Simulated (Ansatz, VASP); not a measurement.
**NbAs in VASP and in Ansatz**

The input INCAR:

```
SYSTEM = NbAs
  ALGO = Normal
  EDIFF = 1E-8
  ENCUT = 520
  GGA = CA
  ISIF = 2
  ISMEAR = -1
  LASPH = .True.
  LCHARG = .False.
  LEFG = .True.
  LREAL = .False.
  LWAVE = .False.
  NBANDS = 26
  NELM = 100
  PREC = Accurate
  SIGMA = 0.08
```

The input KPOINTS:

```
k-points
0
Gamma
  15 15 15
  0 0 0
```

POSCAR

```
NbAs
1.0
   -1.7025248434      1.7025248434      5.7610714056
    1.7025248434     -1.7025248434      5.7610714056
    1.7025248434      1.7025248434     -5.7610714056
Nb As
2 2
Direct
    0.7500000000      0.7500000000      0.0000000000
    0.5000000000      0.0000000000      0.5000000000
    0.1660000000      0.1660000000      0.0000000000
    0.9160000000      0.4160000000      0.5000000000
```

Input for Ansatz:

```yaml
crystal:
  lattice:
    - [-1.7025248434, 1.7025248434, 5.7610714056]
    - [1.7025248434, -1.7025248434, 5.7610714056]
    - [1.7025248434, 1.7025248434, -5.7610714056]
  atoms:
    - { symbol: Nb, position: [0.75, 0.75, 0.0] }
    - { symbol: Nb, position: [0.5, 0.0, 0.5] }
    - { symbol: As, position: [0.166, 0.166, 0.0] }
    - { symbol: As, position: [0.916, 0.416, 0.5] }
kpoints:
  mp_grid: { grid: [15, 15, 15] }
scf:
  occupations: { method: fermi_dirac, width: 0.08 }
hamiltonian:
  xc: lda
  pseudopotentials: { kind: all_electron, datasets: crystal }
output:
  forces: true
  stress: true
  eigenvalues: true
  efg: { contact_densities: true }
```

Change from the starting cell: volume scaled by 0.96, crystal datasets.

Alike in both runs: task electric field gradients; functional LDA; k mesh 15 × 15 × 15; occupations fermi-dirac, width 0.08 eV; no spin polarisation.

|  | VASP | Ansatz |
| --- | --- | --- |
| version | VASP 6.6.1 | Ansatz 0.2.0 |
| potentials or method | VASP PAW LDA potentials, release 64 (Nb_sv, As), cutoff 520 eV | all-electron PAW with datasets made for the crystal, scalar-relativistic |

VASP gave:

- pressure (GPa): 2.1
- traceless stress, the component that is largest in VASP (GPa): 0.41
- rms of the force components (eV/Å): 0.190
- size of Vzz on the site where it differs most (V/Å²): 16.0

Problem. What did Ansatz give for the same quantities?

Solution. Pressure (GPa): 1.7; traceless stress, the component that is largest in VASP (GPa): 0.48; rms of the force components (eV/Å): 0.188; size of Vzz on the site where it differs most (V/Å²): 20.4.

LDA's correlation is that of Perdew and Zunger in VASP and of Perdew and Wang (1992) in Ansatz. Atom by atom the forces differ by 0.003 eV/Å (rms over components). Ansatz ran all-electron here, and VASP with PAW potentials.
